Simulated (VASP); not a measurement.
# NaCl (Fm-3m) in VASP: a series of runs

NaCl is run at these levels: PBE; tasks: electric field gradients.

All numbers are computed with VASP 6.6.1; they aren't measurements. Logs are shortened: lines on timing, memory, paths and dates and some standing lists are left out, and cuts for length are marked.

**1. The cell of the first run**

Symmetry: Fm-3m, No. 225, cubic system. Conventional cell: a = 5.663 Å, b = 5.663 Å, c = 5.663 Å, α = 90.00°, β = 90.00°, γ = 90.00°. Within 3.7 Å of Na (site symmetry m-3m) lie 6 Cl at 2.83 Å. Within 3.7 Å of Cl (site symmetry m-3m) lie 6 Na at 2.83 Å.

**2. Electric field gradients, PBE**

The input, INCAR:

```
SYSTEM = NaCl
ALGO     = Normal         ! electronic algorithm
EDIFF    = 1E-8           ! SCF threshold, eV
ENCUT    = 520            ! plane-wave cutoff, eV
GGA      = PE             ! functional
ISIF     = 2              ! what is computed and relaxed
ISMEAR   = -1             ! smearing method
LASPH    = .TRUE.         ! aspherical terms in the spheres
LCHARG   = .FALSE.        ! write CHGCAR
LEFG     = .TRUE.       
LREAL    = .FALSE.        ! projectors in reciprocal space
LWAVE    = .FALSE.        ! write WAVECAR
NBANDS   = 14             ! bands
NELM     = 100            ! most SCF steps
PREC     = Accurate       ! precision mode
SIGMA    = 0.03           ! smearing width, eV
```

The input, KPOINTS:

```
k-points
0
G
  7 7 7
  0 0 0
```

The input, POSCAR:

```
NaCl
1.0
    0.0000000000      2.8317500000      2.8317500000
    2.8317500000      0.0000000000      2.8317500000
    2.8317500000      2.8317500000      0.0000000000
Na Cl
1 1
Direct
    0.0000000000      0.0000000000      0.0000000000
    0.5000000000      0.5000000000      0.5000000000
```

Potentials or basis: VASP PAW PBE potentials, release 64 (Na_pv, Cl).

On the command line:

```sh
> cat potpaw_PBE.64/Na_pv/POTCAR potpaw_PBE.64/Cl/POTCAR > POTCAR
> mpirun -np 1 vasp_std > vasp.out
```

OUTCAR:

```text
SYSTEM = NaCl
   EDIFF = 1E-8
   ENCUT = 520
   GGA = PE
   ISIF = 2
   ISMEAR = -1
   LASPH = .TRUE.
   LREAL = .FALSE.
   NELM = 100
   PREC = Accurate

 ion  position               nearest neighbor table
   1  0.000  0.000  0.000-
   2  0.500  0.500  0.500-

  LATTYP: Found a face centered cubic cell.
 ALAT       =     5.6635000000

  Lattice vectors:

 A1 = (   0.0000000000,   2.8317500000,   2.8317500000)
 A2 = (   2.8317500000,   0.0000000000,   2.8317500000)
 A3 = (   2.8317500000,   2.8317500000,   0.0000000000)

Analysis of symmetry for initial positions (statically):
[... 33 lines left out ...]
                                     Primitive cell

  volume of cell :      45.4145

  direct lattice vectors                    reciprocal lattice vectors
     0.000000000  2.831750000  2.831750000    -0.176569259  0.176569259  0.176569259
     2.831750000  0.000000000  2.831750000     0.176569259 -0.176569259  0.176569259
     2.831750000  2.831750000  0.000000000     0.176569259  0.176569259 -0.176569259

  length of vectors
     4.004699255  4.004699255  4.004699255     0.305826928  0.305826928  0.305826928

  position of ions in fractional coordinates (direct lattice)
[... 8 lines left out ...]
----------------------------------------------------------------------------------------

 KPOINTS: k-points

Automatic generation of k-mesh.
 Grid dimensions read from file:
 generate k-points for:    7    7    7

 Generating k-lattice:

  Cartesian coordinates                     Fractional coordinates (reciprocal lattice)
    -0.025224180  0.025224180  0.025224180     0.142857143  0.000000000  0.000000000
     0.025224180 -0.025224180  0.025224180     0.000000000  0.142857143  0.000000000
     0.025224180  0.025224180 -0.025224180     0.000000000  0.000000000  0.142857143

  Length of vectors
     0.043689561  0.043689561  0.043689561

  Shift w.r.t. Gamma in fractional coordinates (k-lattice)
     0.000000000  0.000000000  0.000000000

 Subroutine IBZKPT returns following result:
 ===========================================

 Found     20 irreducible k-points:

 Following reciprocal coordinates:
            Coordinates               Weight
  0.000000  0.000000  0.000000      1.000000
  0.142857  0.000000  0.000000      8.000000
  0.285714  0.000000  0.000000      8.000000
  0.428571  0.000000  0.000000      8.000000
  0.142857  0.142857  0.000000      6.000000
  0.285714  0.142857  0.000000     24.000000
[... 12 lines left out ...]
 -0.428571  0.428571  0.142857     24.000000
 -0.285714  0.428571  0.142857     24.000000
   k-points           NKPTS =     20   k-points in BZ     NKDIM =     20   number of bands    NBANDS=     14
   number of dos      NEDOS =    301   number of ions     NIONS =      2
   total plane-waves  NPLWV =  27000
   dimension x,y,z NGX =    30 NGY =   30 NGZ =   30
   dimension x,y,z NGXF=    60 NGYF=   60 NGZF=   60
   ions per type =               1   1
   NGX,Y,Z   is equivalent  to a cutoff of  12.45, 12.45, 12.45 a.u.
   NGXF,Y,Z  is equivalent  to a cutoff of  24.91, 24.91, 24.91 a.u.
 SYSTEM =  NaCl
   PREC   = accura    normal or accurate (medium, high low for compatibility)
   ISTART =      0    job   : 0-new  1-cont  2-samecut
   ICHARG =      2    charge: 1-file 2-atom 10-const
   ISPIN  =      1    spin polarized calculation?
   LNONCOLLINEAR =      F non collinear calculations
   LSORBIT =      F    spin-orbit coupling
   LASPH  =      T    aspherical Exc in radial PAW
   ENCUT  =  520.0 eV  38.22 Ry    6.18 a.u.   7.45  7.45  7.45*2*pi/ulx,y,z
   NELM   =    100;   NELMIN=  2; NELMDL= -5     # of ELM steps
   EDIFF  = 0.1E-07   stopping-criterion for ELM
   LREAL  =      F    real-space projection
   EDIFFG = 0.1E-06   stopping-criterion for IOM
   NSW    =      0    number of steps for IOM
   IBRION =     -1    ionic relax: 0-MD 1-quasi-New 2-CG
   NFREE  =      0    steps in history (QN), initial steepest desc. (CG)
   ISIF   =      2    stress and relaxation
   ISYM   =      2    0-nonsym 1-usesym 2-fastsym
   POTIM  = 0.5000    time-step for ionic-motion
   TEBEG  =    0.0;   TEEND  =   0.0 temperature during run
   PSTRESS=    0.0 pullay stress
   NELECT =      14.0000    total number of electrons
   NUPDOWN=      -1.0000    fix difference up-down
   EMIN   =  10.00;   EMAX   =-10.00  energy-range for DOS
   EFERMI =   0.00;   METHOD = LEGACY
   ISMEAR =    -1;   SIGMA  =   0.03  broadening in eV -4-tet -1-fermi 0-gaus
   EFERMI_NEDOS =   21; number of points for ismear=-14 and -15
   IALGO  =     38    algorithm
   IMIX   =      4    mixing-type and parameters
     AMIX     =   0.40;   BMIX     =  1.00
     AMIX_MAG =   1.60;   BMIX_MAG =  1.00
  volume/ion in A,a.u.               =      22.71       153.24
  Fermi-wavevector in a.u.,A,eV,Ry     =   1.105909  2.089864 16.640388  1.223034
  Thomas-Fermi vector in A             =   2.242402
   LORBIT       =      0    0 simple, 1 ext, 2 COOP (PROOUT), +10 PAW based schemes
   GGA     = PE    functional components
   LHFCALC =     F    Hartree Fock is set to
   AEXX    =    0.0000 exact exchange contribution
   IVDW    =     0    specifies the selected vdW correction
   LEPSILON=     F    determine dielectric tensor
   LRPA    =     F    only Hartree local field effects (RPA)
 non-spin polarized calculation
  energy-cutoff  :      520.00
  volume of cell :       45.41
 maximum number of plane-waves:      1243
 NGX is ok and might be reduce to    30
   NGX = 15   NGY = 15   NGZ = 15

 number of electron      13.9999993 magnetization

 Free energy of the ion-electron system (eV)
  ---------------------------------------------------
  ext. energy  EPLUGINS =         0.00000000
  ---------------------------------------------------
  free energy    TOTEN  =        -6.77679107 eV

  energy without entropy =       -6.77679107  energy(sigma->0) =       -6.77679107

 E-fermi :  -0.0752     XC(G=0):  -8.1128

 val. band max:       -0.8031964132   @ k =   0.0000   0.0000   0.0000
 cond. band min:       4.2565822129   @ k =   0.0000   0.0000   0.0000
 fundamental gap:      5.0597786261
 Fermi energy:        -0.0752181657

 k-point     1 :       0.0000    0.0000    0.0000
  band No.  band energies     occupation
      1     -21.6456      2.00000
      2     -21.6456      2.00000
      3     -21.6456      2.00000
      4     -13.4341      2.00000
      5      -0.8032      2.00000
      6      -0.8032      2.00000
      7      -0.8032      2.00000
      8       4.2566      0.00000
      9      10.3043      0.00000
     10      10.3043      0.00000
     11      10.3043      0.00000
     12      12.4487      0.00000
     13      12.4487      0.00000
     14      14.0354      0.00000

 k-point     2 :       0.1429    0.0000    0.0000
  band No.  band energies     occupation
      1     -21.6508      2.00000
      2     -21.6460      2.00000
      3     -21.6460      2.00000
      4     -13.3758      2.00000
      5      -1.2584      2.00000
      6      -0.8539      2.00000
      7      -0.8539      2.00000
      8       4.8773      0.00000
      9       9.6500      0.00000
     10      10.5337      0.00000
     11      10.5337      0.00000
     12      12.1435      0.00000
     13      12.1435      0.00000
     14      15.0332      0.00000

 k-point     3 :       0.2857    0.0000    0.0000
  band No.  band energies     occupation
      1     -21.6625      2.00000
      2     -21.6469      2.00000
      3     -21.6468      2.00000
      4     -13.2402      2.00000
      5      -2.0732      2.00000
      6      -0.9636      2.00000
      7      -0.9636      2.00000
      8       5.9628      0.00000
      9       9.1495      0.00000
     10      10.4939      0.00000
     11      10.4939      0.00000
     12      12.6880      0.00000
     13      12.6880      0.00000
     14      14.5359      0.00000

 k-point     4 :       0.4286    0.0000    0.0000
  band No.  band energies     occupation
      1     -21.6717      2.00000
      2     -21.6476      2.00000
      3     -21.6475      2.00000
      4     -13.1267      2.00000
      5      -2.6152      2.00000
      6      -1.0477      2.00000
      7      -1.0477      2.00000
      8       6.4186      0.00000
      9       9.5801      0.00000
     10      10.1857      0.00000
     11      10.1857      0.00000
     12      14.1224      0.00000
     13      14.5014      0.00000
     14      14.5015      0.00000

 k-point     5 :       0.1429    0.1429    0.0000
  band No.  band energies     occupation
      1     -21.6504      2.00000
      2     -21.6470      2.00000
      3     -21.6470      2.00000
      4     -13.3582      2.00000
      5      -1.2801      2.00000
      6      -0.9246      2.00000
      7      -0.9246      2.00000
      8       5.0793      0.00000
      9       9.3103      0.00000
     10      10.7634      0.00000
     11      10.7634      0.00000
[... 208 lines left out ...]
 k-point    18 :      -0.4286    0.2857    0.1429
  band No.  band energies     occupation
      1     -21.6658      2.00000
      2     -21.6543      2.00000
      3     -21.6501      2.00000
      4     -13.0830      2.00000
      5      -2.3223      2.00000
      6      -1.6121      2.00000
      7      -1.2313      2.00000
      8       7.6736      0.00000
      9       8.5874      0.00000
     10       9.0721      0.00000
     11      11.0908      0.00000
     12      13.2794      0.00000
     13      14.6526      0.00000
     14      15.9560      0.00000

 k-point    19 :      -0.4286    0.4286    0.1429
  band No.  band energies     occupation
      1     -21.6630      2.00000
      2     -21.6550      2.00000
      3     -21.6533      2.00000
      4     -13.0658      2.00000
      5      -2.2671      2.00000
      6      -1.5904      2.00000
      7      -1.4221      2.00000
      8       7.4117      0.00000
      9       7.9536      0.00000
     10       9.5166      0.00000
     11      11.7138      0.00000
     12      13.7344      0.00000
     13      15.0851      0.00000
     14      15.8350      0.00000

 k-point    20 :      -0.2857    0.4286    0.1429
  band No.  band energies     occupation
      1     -21.6602      2.00000
      2     -21.6597      2.00000
      3     -21.6527      2.00000
      4     -13.0521      2.00000
      5      -2.0366      2.00000
      6      -1.9742      2.00000
      7      -1.4044      2.00000
      8       7.9229      0.00000
      9       8.4395      0.00000
     10       9.2027      0.00000
     11      10.8861      0.00000
     12      13.7646      0.00000
     13      14.5285      0.00000
     14      16.3021      0.00000

------------------------ aborting loop because EDIFF is reached ----------------------------------------

  FORCE on cell =-STRESS in cart. coord.  units (eV):
  Direction    XX          YY          ZZ          XY          YZ          ZX
  --------------------------------------------------------------------------------------
  -------------------------------------------------------------------------------------
  Total        0.1104791      0.1104791      0.1104791      0.0000000      0.0000000     -0.0000000
  in kB        3.8975875      3.8975875      3.8975875      0.0000000      0.0000000     -0.0000000
  external PRESSURE =       3.8975875 kB  Pullay stress =       0.0000000 kB

 VOLUME and BASIS-vectors are now :
 -----------------------------------------------------------------------------
  energy-cutoff  :      520.00
  volume of cell :       45.41
      direct lattice vectors                 reciprocal lattice vectors
     0.000000000  2.831750000  2.831750000    -0.176569259  0.176569259  0.176569259
     2.831750000  0.000000000  2.831750000     0.176569259 -0.176569259  0.176569259
     2.831750000  2.831750000  0.000000000     0.176569259  0.176569259 -0.176569259

 POSITION                                       TOTAL-FORCE (eV/Angst)
 -----------------------------------------------------------------------------------
      0.00000      0.00000      0.00000         0.000000      0.000000      0.000000
      2.83175      2.83175      2.83175        -0.000000     -0.000000     -0.000000
 -----------------------------------------------------------------------------------
    total drift:                               -0.000000      0.000000      0.000000

  FREE ENERGIE OF THE ION-ELECTRON SYSTEM (eV)
  ---------------------------------------------------
  free  energy   TOTEN  =        -6.7767910666 eV

  energy  without entropy=       -6.7767910666  energy(sigma->0) =       -6.77679107

 Electric field gradients (V/A^2)
---------------------------------------------------------------------
 ion       V_xx      V_yy      V_zz      V_xy      V_xz      V_yz
---------------------------------------------------------------------
   1      -0.000     0.000     0.000    -0.003    -0.003    -0.003
   2      -0.000    -0.000     0.000     0.000     0.000     0.000
---------------------------------------------------------------------

 Electric field gradients after diagonalization (V/A^2)
 (convention: |V_zz| > |V_xx| > |V_yy|)
----------------------------------------------------------------------
 ion       V_xx      V_yy      V_zz     asymmetry (V_yy - V_xx)/ V_zz
----------------------------------------------------------------------
   1       0.003     0.003    -0.005       0.000
   2      -0.000    -0.000     0.000       0.000
----------------------------------------------------------------------

           NMR quadrupolar parameters

 Cq : quadrupolar parameter    Cq=e*Q*V_zz/h
 eta: asymmetry parameters     (V_yy - V_xx)/ V_zz
 Q  : nuclear electric quadrupole moment in mb (millibarn)
----------------------------------------------------------------------
 ion       Cq(MHz)       eta       Q (mb)
----------------------------------------------------------------------
   1      -0.000       0.000       1.000
   2       0.000       0.000       1.000
----------------------------------------------------------------------
```

Run time: 8 s. Hardware: 1 thread of AMD EPYC 9R45 (Zen 5), shared host; peak memory 0.13 GiB.

Results:

- Free energy: -6.7768 eV
- Pressure: 0.4 GPa
- Band gap on the k mesh: 5.06 eV, direct

Caveat: without QUAD_EFG the Cq values of the log hold for a quadrupole moment of 1 mb, not for the nuclei. PBE gaps usually lie below the measured ones, often by a third to a half.

(Continued in part 2 of 2.)
